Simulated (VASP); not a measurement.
# TiAl3 (I4/mmm) in VASP: further runs

The runs below take TiAl3 through single point, with PBE.

Everything below comes from runs of VASP 6.6.1. Logs are shortened: lines on timing, memory, paths and dates and some standing lists are left out, and cuts for length are marked.

### 1 The cell of the first run

The structure is tetragonal, space group I4/mmm (No. 139). The conventional cell has a = 3.845 Å, b = 3.845 Å, c = 8.623 Å, α = 90.00°, β = 90.00°, γ = 90.00°. Within 3.6 Å of Ti (site symmetry 4/mmm) lie 12 Al at 2.72 to 2.89 Å. Al (site symmetry 4/mmm) has 4 Ti at 2.72 Å and 8 Al at 2.89 Å within 3.6 Å. Within 3.6 Å of Al (site symmetry -4m2) lie 8 Al at 2.72 to 2.89 Å and 4 Ti at 2.89 Å.

### 2 Single point, PBE

Input file INCAR:

```
SYSTEM = TiAl3
PREC     = Accurate       ! precision mode
ENCUT    = 520            ! plane-wave cutoff, eV
EDIFF    = 1E-7           ! SCF threshold, eV
ISMEAR   = 0              ! smearing method
SIGMA    = 0.1            ! smearing width, eV
LREAL    = Auto         
LASPH    = .True.         ! aspherical terms in the spheres
NELM     = 80             ! most SCF steps
ALGO     = Normal         ! electronic algorithm
ISIF     = 2              ! what is computed and relaxed
LWAVE    = .False.        ! write WAVECAR
LCHARG   = .False.        ! write CHGCAR
GGA      = PE             ! functional
NBANDS   = 68             ! bands
```

Input file KPOINTS:

```
Automatic mesh
0
Gamma
  1 1 1
  0 0 0
```

Input file POSCAR:

```
TiAl3
1.0
    5.7680202884      1.9226734295     -4.3114047960
   -1.9226734295      5.7680202884      4.3114047960
    1.9226734295     -5.7680202884      4.3114047960
Ti Al
5 15
Direct
    0.4000000000      0.8000000000      0.6000000000
    0.6000000000      0.2000000000      0.4000000000
    0.0000000000      1.0000000000      0.0000000000
    0.8000000000      0.6000000000      0.2000000000
    0.2000000000      0.4000000000      0.8000000000
    1.0000000000      0.5000000000      0.5000000000
    0.2000000000      0.9000000000      0.3000000000
    0.6000000000      0.7000000000      0.9000000000
    0.4000000000      0.3000000000      0.1000000000
    0.8000000000      0.1000000000      0.7000000000
    0.1000000000      0.4500000000      0.1500000000
    0.3000000000      0.8500000000      0.9500000000
    0.7000000000      0.6500000000      0.5500000000
    0.5000000000      0.2500000000      0.7500000000
    0.9000000000      0.0500000000      0.3500000000
    0.3000000000      0.3500000000      0.4500000000
    0.5000000000      0.7500000000      0.2500000000
    0.9000000000      0.5500000000      0.8500000000
    0.7000000000      0.1500000000      0.0500000000
    0.1000000000      0.9500000000      0.6500000000
```

Potentials or basis: VASP PAW PBE potentials, release 64 (Ti_sv, Al).

Command:

```console
cat potpaw_PBE.64/Ti_sv/POTCAR potpaw_PBE.64/Al/POTCAR > POTCAR
mpirun -np 1 vasp_gam > vasp.out
```

OUTCAR:

```text
SYSTEM = TiAl3
   PREC = Accurate
   ENCUT = 520
   EDIFF = 1E-7
   ISMEAR = 0
   LREAL = Auto
   LASPH = .True.
   NELM = 80
   ISIF = 2
   GGA = PE

 ion  position               nearest neighbor table
   1  0.400  0.800  0.600-   8 2.72   6 2.72  10 2.72   7 2.72  16 2.89  19 2.89  20 2.89  11 2.89
                            12 2.89  14 2.89  17 2.89  13 2.89
   2  0.600  0.200  0.400-   9 2.72   6 2.72   7 2.72  10 2.72  13 2.89  12 2.89  15 2.89  18 2.89
                            19 2.89  14 2.89  17 2.89  16 2.89
   3  0.000  0.000  0.000-   8 2.72   9 2.72   7 2.72  10 2.72  12 2.89  19 2.89  16 2.89  13 2.89
                            11 2.89  18 2.89  15 2.89  20 2.89
   4  0.800  0.600  0.200-   6 2.72   9 2.72   8 2.72   7 2.72  13 2.89  17 2.89  15 2.89  20 2.89
                            18 2.89  14 2.89  19 2.89  11 2.89
   5  0.200  0.400  0.800-   6 2.72   8 2.72   9 2.72  10 2.72  16 2.89  14 2.89  20 2.89  15 2.89
                            17 2.89  11 2.89  12 2.89  18 2.89
   6  0.000  0.500  0.500-   1 2.72   2 2.72   4 2.72   5 2.72  13 2.89  16 2.89  12 2.89  19 2.89
                            11 2.89  18 2.89  15 2.89  20 2.89
   7  0.200  0.900  0.300-   2 2.72   3 2.72   1 2.72   4 2.72  12 2.89  17 2.89  11 2.89  18 2.89
                            14 2.89  20 2.89  16 2.89  15 2.89
   8  0.600  0.700  0.900-   1 2.72   3 2.72   5 2.72   4 2.72  19 2.89  16 2.89  18 2.89  15 2.89
                            13 2.89  14 2.89  17 2.89  12 2.89
   9  0.400  0.300  0.100-   2 2.72   3 2.72   4 2.72   5 2.72  12 2.89  13 2.89  11 2.89  20 2.89
[... 30 lines left out ...]
 A1 = (   1.9226734295,  -5.7680202884,  -4.3114047960)
 A2 = (  -1.9226734295,   5.7680202884,  -4.3114047960)
 A3 = (   5.7680202884,   1.9226734295,   4.3114047960)

Analysis of symmetry for initial positions (statically):
=====================================================================
 Subroutine PRICEL returns following result:

  LATTYP: Found a body centered tetragonal cell.
 ALAT       =     3.8453468589
 C/A-ratio  =     2.2424009870

  Lattice vectors:

 A1 = (   1.9226734295,   1.9226734295,  -4.3114047960)
 A2 = (  -1.9226734295,  -1.9226734295,  -4.3114047960)
 A3 = (  -1.9226734295,   1.9226734295,   4.3114047960)

   5 primitive cells build up your supercell.

 Routine SETGRP: Setting up the symmetry group for a
 body centered tetragonal supercell.

 Subroutine GETGRP returns: Found  8 space group operations
 (whereof  8 operations were pure point group operations)
 out of a pool of 16 trial point group operations.

The static configuration has the point symmetry C_4h.

Analysis of symmetry for dynamics (positions and initial velocities):
=====================================================================
[... 111 lines left out ...]
   PSTRESS=    0.0 pullay stress
   NELECT =     105.0000    total number of electrons
   NUPDOWN=      -1.0000    fix difference up-down
   EMIN   =  10.00;   EMAX   =-10.00  energy-range for DOS
   EFERMI =   0.00;   METHOD = LEGACY
   ISMEAR =     0;   SIGMA  =   0.10  broadening in eV -4-tet -1-fermi 0-gaus
   EFERMI_NEDOS =   21; number of points for ismear=-14 and -15
   IALGO  =     38    algorithm
   IMIX   =      4    mixing-type and parameters
     AMIX     =   0.40;   BMIX     =  1.00
     AMIX_MAG =   1.60;   BMIX_MAG =  1.00
  volume/ion in A,a.u.               =      15.94       107.55
  Fermi-wavevector in a.u.,A,eV,Ry     =   1.130623  2.136568 17.392455  1.278309
  Thomas-Fermi vector in A             =   2.267320
   LORBIT       =      0    0 simple, 1 ext, 2 COOP (PROOUT), +10 PAW based schemes
   GGA     = PE    functional components
   LHFCALC =     F    Hartree Fock is set to
   AEXX    =    0.0000 exact exchange contribution
   IVDW    =     0    specifies the selected vdW correction
   LEPSILON=     F    determine dielectric tensor
   LRPA    =     F    only Hartree local field effects (RPA)
 non-spin polarized calculation
 Gauss-broadening in eV      SIGMA  =   0.10
  energy-cutoff  :      520.00
  volume of cell :      318.76
 maximum number of plane-waves:      4293
 NGX is ok and might be reduce to    54
   NGX = 27   NGY = 27   NGZ = 27

 number of electron     105.0000002 magnetization

 Free energy of the ion-electron system (eV)
  ---------------------------------------------------
  ext. energy  EPLUGINS =         0.00000000
  ---------------------------------------------------
  free energy    TOTEN  =       -99.32685443 eV

  energy without entropy =      -99.11234921  energy(sigma->0) =      -99.21960182

 E-fermi :   8.0991     XC(G=0): -10.7089

 val. band max:        8.0766094536   @ k =   0.0000   0.0000   0.0000
 cond. band min:       9.2441380513   @ k =   0.0000   0.0000   0.0000
 fundamental gap:      1.1675285977
 Fermi energy:         8.0991368484

 k-point     1 :       0.0000    0.0000    0.0000
  band No.  band energies     occupation
      1     -47.8371      2.00000
      2     -47.8355      2.00000
      3     -47.8355      2.00000
      4     -47.8355      2.00000
      5     -47.8355      2.00000
      6     -24.2432      2.00000
[... 56 lines left out ...]
     63      10.2435      0.00000
     64      10.2438      0.00000
 [bands above 64 left out]

------------------------ aborting loop because EDIFF is reached ----------------------------------------

  FORCE on cell =-STRESS in cart. coord.  units (eV):
  Direction    XX          YY          ZZ          XY          YZ          ZX
  --------------------------------------------------------------------------------------
  -------------------------------------------------------------------------------------
  Total       -2.2453415     -2.2453415     -4.8970180     -0.0000002     -0.0000000     -0.0000000
  in kB      -11.2858203    -11.2858203    -24.6140135     -0.0000009     -0.0000000     -0.0000000
  external PRESSURE =     -15.7285514 kB  Pullay stress =       0.0000000 kB

 VOLUME and BASIS-vectors are now :
 -----------------------------------------------------------------------------
  energy-cutoff  :      520.00
  volume of cell :      318.76
      direct lattice vectors                 reciprocal lattice vectors
     5.768020288  1.922673430 -4.311404796     0.156032738  0.052010913  0.000000000
    -1.922673430  5.768020288  4.311404796     0.052010913  0.104021826  0.115971481
     1.922673430 -5.768020288  4.311404796     0.104021826 -0.052010913  0.115971481

 POSITION                                       TOTAL-FORCE (eV/Angst)
 -----------------------------------------------------------------------------------
      1.92267      1.92267      4.31140        -0.000000     -0.000000     -0.000000
      3.84535      0.00000      0.00000        -0.000000      0.000000     -0.000000
      0.00000      0.00000      0.00000         0.000000     -0.000000      0.000000
      3.84535      3.84535      0.00000        -0.000000      0.000000      0.000000
      1.92267     -1.92267      4.31140         0.000000      0.000000      0.000000
      0.00000      0.00000      4.31140        -0.000000     -0.000000     -0.000000
[... 12 lines left out ...]
      3.84535      1.92267     -2.15570        -0.000000      0.000000      0.000000
     -0.00000      1.92267      6.46711         0.000000     -0.000000     -0.000000
 -----------------------------------------------------------------------------------
    total drift:                                0.000000     -0.000000     -0.000000

  FREE ENERGIE OF THE ION-ELECTRON SYSTEM (eV)
  ---------------------------------------------------
  free  energy   TOTEN  =       -99.3268544278 eV

  energy  without entropy=      -99.1123492063  energy(sigma->0) =      -99.21960182
```

Run time: 2.2 min. Hardware: 1 thread of Intel Xeon 6975P-C, shared host; peak memory 0.38 GiB.

What came out:

| Quantity | Value |
| --- | --- |
| Free energy | -99.3269 eV |
| Pressure | -1.6 GPa |

Levels at points of the mesh, in eV from the Fermi level:
| k point | band 52 | band 53 | band 54 | band 55 | band 56 | band 57 |
| --- | --- | --- | --- | --- | --- | --- |
| (0.00, 0.00, 0.00) | -0.02 | -0.02 | -0.02 | 1.14 | 1.71 | 1.71 |

Caveat: the k points lie up to 1.03 Å⁻¹ apart.

### 3 Single point, PBE (biaxial strain in the a-b plane: +3.0 %, then relaxed in part)

Input file INCAR:

```
SYSTEM = TiAl3
PREC = Accurate
ENCUT = 520
EDIFF = 1E-6
ISMEAR = 0
SIGMA = 0.1
LREAL = .FALSE.
LASPH = .TRUE.
NELM = 100
ALGO = Fast
ISIF = 2
LWAVE = .FALSE.
LCHARG = .FALSE.
GGA = PE
NBANDS = 31
```

Input file KPOINTS:

```
Automatic mesh
0
G
  10 10 4
  0 0 0
```

Input file POSCAR:

```
TiAl3
1.0
    3.9607072645      0.0000000000      0.0000000000
    0.0000000000      3.9607072645      0.0000000000
    0.0000000000      0.0000000000      8.5098250449
Ti Al
2 6
Direct
    0.0000000000      0.0000000000      0.0000000000
    0.5000000000      0.5000000000      0.5000000000
    0.5000000000      0.5000000000      0.0000000000
    0.0000000000      0.5000000000      0.2500000000
    0.5000000000      0.0000000000      0.2500000000
    0.0000000000      0.0000000000      0.5000000000
    0.5000000000      0.0000000000      0.7500000000
    0.0000000000      0.5000000000      0.7500000000
```

Potentials or basis: VASP PAW PBE potentials, release 64 (Ti_sv, Al).

Command:

```console
cat potpaw_PBE.64/Ti_sv/POTCAR potpaw_PBE.64/Al/POTCAR > POTCAR
mpirun -np 1 vasp_std > vasp.out
```

It took 23 min on 1 thread of Intel Xeon 8259CL, shared host; peak memory 0.37 GiB.

It converged, with:

```
Free energy            : -41.1591 eV
Pressure               : -4.5 GPa
Band gap on the k mesh : zero (band 21 reaches 8.51 eV, above the bottom of band 22 at 6.60 eV)
```

Stress tensor (GPa, compression positive):
```
-6.68  0.00  0.00
 0.00 -6.68  0.00
 0.00  0.00 -0.03
```

Levels at points of the mesh, in eV from the Fermi level:
```csv
k point,band 18,band 19,band 20,band 21,band 22,band 23,band 24,band 25
"(0.00, 0.00, 0.00)",-1.15,-1.15,-0.20,0.65,0.65,0.73,0.86,1.44
"(0.50, 0.00, 0.00)",-0.86,-0.77,-0.77,0.10,0.10,1.56,1.56,2.19
"(0.50, 0.50, 0.00)",-2.73,-2.07,-2.07,-0.83,-0.83,1.53,1.53,1.70
"(0.00, 0.00, 0.50)",-1.23,-0.01,-0.01,0.79,0.79,1.02,1.02,1.02
"(0.50, 0.00, 0.50)",-1.13,-0.12,-0.12,0.41,0.41,1.56,1.56,1.80
"(0.50, 0.50, 0.50)",-1.74,-1.74,-1.74,-0.96,-0.96,0.92,0.92,1.56
```

Caveat: the cell differs from its parent crystal (biaxial strain in the a-b plane: +3.0 %, then relaxed in part).
